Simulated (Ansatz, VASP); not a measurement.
**One calculation of TaCoS3, two programs**

```
CELL_PARAMETERS angstrom
4.44902 0.00000 0.00000
-2.22451 3.85296 0.00000
0.00000 0.00000 5.57698
ATOMIC_POSITIONS crystal
Ta 0.00000 0.00000 0.50000
Co 0.00000 0.00000 0.00000
S 0.50621 0.00000 0.50000
S 0.00000 0.50621 0.50000
S 0.49379 0.49379 0.50000
```

Alike in both runs: task single point; functional PBE; k mesh 6 × 6 × 4; occupations gaussian, width 0.1 eV; collinear spin.

|  | VASP | Ansatz |
| --- | --- | --- |
| version | VASP 6.6.1 | Ansatz 0.2.0 |
| potentials or method | VASP PAW PBE potentials, release 64 (Ta_pv, Co, S), cutoff 520 eV | scalar-relativistic, plane waves, PAW |
| valence electrons in the cell | 38 | 48 |

```csv
,VASP,Ansatz,Ansatz less VASP
gap on the k mesh at the Fermi level (eV),none,none,-
rms of the force components (eV/Å),0.265,0.264,-0.0007
net moment per atom (μB),0.40,0.40,+0.006
size of the moment on the site where the two differ most (μB),1.98,2.02,+0.037
```

Site moments also hang on the region over which each program counts them. Atom by atom the forces differ by 0.001 eV/Å (rms over components). A gap of «none» marks a metal or a gap that the smearing closes. VASP's potentials hold 38 valence electrons a cell and Ansatz's 48, so a difference there can come from the potentials and not from the codes.

Neither program's run includes spin-orbit coupling.
